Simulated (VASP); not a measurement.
Input of a VASP 6.6.1 run:

Contents of POSCAR:

```
WSe2
1.0
    3.3153441808      0.0000000000      0.0000000000
   -1.6576720904      2.8711722829      0.0000000000
    0.0000000000      0.0000000000      6.5191986994
W Se
1 2
Direct
    0.0000000000      0.0000000000      0.0000000000
    0.3333333333      0.6666666667      0.2571683814
    0.6666666667      0.3333333333      0.7428316186
```

Contents of INCAR.step1:

```
SYSTEM = WSe2
PREC = Accurate
ENCUT = 520
ISMEAR = -1
SIGMA = 0.02
LREAL = .False.
LASPH = .True.
NELM = 80
NBANDS = 20
GGA = PE
ALGO = Normal
EDIFF = 1E-4
LWAVE = .True.
LCHARG = .False.
```

INCAR.step2

```
SYSTEM = WSe2
PREC = Accurate
ENCUT = 520
EDIFF = 1E-7
ISMEAR = -1
SIGMA = 0.02
LREAL = .False.
LASPH = .True.
NELM = 80
ALGO = Normal
ISIF = 2
LWAVE = .False.
LCHARG = .False.
METAGGA = R2SCAN
LMIXTAU = .True.
LUSE_VDW = .True.
IVDW_NL = 2
BPARAM = 11.95
CPARAM = 0.0093
NBANDS = 20
ISTART = 1
```

File KPOINTS:

```
Automatic mesh
0
Gamma
  12 12 4
  0 0 0
```

Potentials or basis: VASP PAW PBE potentials, release 64 (W_sv, Se).

Command:

```sh
$ cat potpaw_PBE.64/W_sv/POTCAR potpaw_PBE.64/Se/POTCAR > POTCAR
$ cp INCAR.step1 INCAR
$ mpirun -np 1 vasp_std > vasp.out
$ cp INCAR.step2 INCAR
$ mpirun -np 1 vasp_std > vasp.out
```

(1) Estimate the largest force.

(2) What does it give for the pressure?

(3) What does it give for the band gap on the k mesh?

Answers

(1) 0.057 eV/Å.

(2) 0.6 GPa.

(3) zero (bands 13 and 14 overlap by 0.94 eV).

Caveat: the PAW data sets were made with another functional, which shifts forces and pressure a little; spin-orbit coupling is left out, which moves the levels of the heavy elements.
